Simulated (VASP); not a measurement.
SrOs: single point with r2SCAN

The system is SrOs.

```xyz
2
Lattice="3.5607 0.0000 0.0000 0.0000 3.5607 0.0000 0.0000 0.0000 3.5607" Properties=species:S:1:pos:R:3 pbc="T T T"
Sr    0.0000    0.0000    0.0000
Os    1.7804    1.7804    1.7804
```

This cell differs from its parent crystal: volume scaled by 0.980.

```
Program             : VASP 6.6.1
Task                : single point
Functional          : r2SCAN
Potentials or basis : VASP PAW PBE potentials, release 64 (Sr_sv, Os)
Cutoff              : 520 eV
k mesh              : 10 × 10 × 10
Occupations         : gaussian, width 0.05 eV
Spin                : no spin polarisation
```

| Property | Result |
| --- | --- |
| Pressure | 1.9 GPa |
| Band gap on the k mesh | zero (band 9 reaches 5.13 eV, above the bottom of band 10 at 3.20 eV) |

Levels at points of the mesh, in eV from the Fermi level:
```tsv
k point	band 7	band 8	band 9	band 10	band 11	band 12
(0.00, 0.00, 0.00)	-2.43	-0.06	-0.06	-0.06	5.47	5.47
(0.50, 0.00, 0.00)	-0.56	-0.28	-0.28	0.25	1.65	3.37
(0.50, 0.50, 0.00)	-1.09	-1.09	1.32	1.62	3.13	3.13
(0.50, 0.50, 0.50)	-0.85	0.75	0.75	0.75	1.38	1.38
```

Run time: 3.5 min on 1 thread of AMD EPYC 7R43 64-Core Processor (Zen 3), on a shared host, peak memory 0.16 GiB.

Caveat: the PAW data sets were made with another functional, which shifts forces and pressure a little; spin-orbit coupling is left out, which moves the levels of the heavy elements.
